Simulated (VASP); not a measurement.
Runs of VASP 6.6.1 on Ti3S2. The structure is that of space group R32 (No. 155), or close to it. The cells are those of the table. 

```tsv
task	level	potentials or basis	U	cell	k mesh	cutoff (eV)	gap on the mesh (eV)	pressure (GPa)	largest force (eV/Å)
single point	PBEsol	VASP PAW PBE potentials, release 64 (Ti_sv, S)	-	a = 4.593 Å, angles 75.8°, 5 atoms	5 × 5 × 5	520	none	(a)	0.24
single point	PBEsol+U	VASP PAW PBE potentials, release 64 (Ti_sv, S)	Ti d U = 4.0 eV	a = 4.505 Å, angles 74.1°, 5 atoms	6 × 6 × 6	520	none	1.8	0.10
single point	PBEsol+U	VASP PAW PBE potentials, release 64 (Ti_sv, S)	Ti d U = 5.0 eV	a = 4.505 Å, angles 74.1°, 5 atoms	6 × 6 × 6	520	none	3.4	0.14
relaxation of cell and atoms	LDA	VASP PAW LDA potentials, release 64 (Ti_sv, S)	-	relaxed from a = 4.505 Å, angles 74.1°, 5 atoms	6 × 6 × 6	600	none	0.0	0.01
single point	PBEsol+U	VASP PAW PBE potentials, release 64 (Ti_sv, S)	Ti d U = 6.0 eV	a = 4.505 Å, angles 74.1°, 5 atoms	6 × 6 × 6	520	none	5.0	0.18
```

Alike in all rows: no spin polarisation; smearing fermi-dirac 0.05 eV.

Problem. Fill in the values left out.

Solution. (a) -11.8.

Caveats: the PAW data sets were made with another functional, which shifts forces and pressure a little (at least some runs); U without spin polarisation on a metal has little footing (at least some runs); the cell stands under pressure (at least some runs); the cell stands under tension (at least some runs).

A gap of «none» marks levels without a gap at the run's occupations.
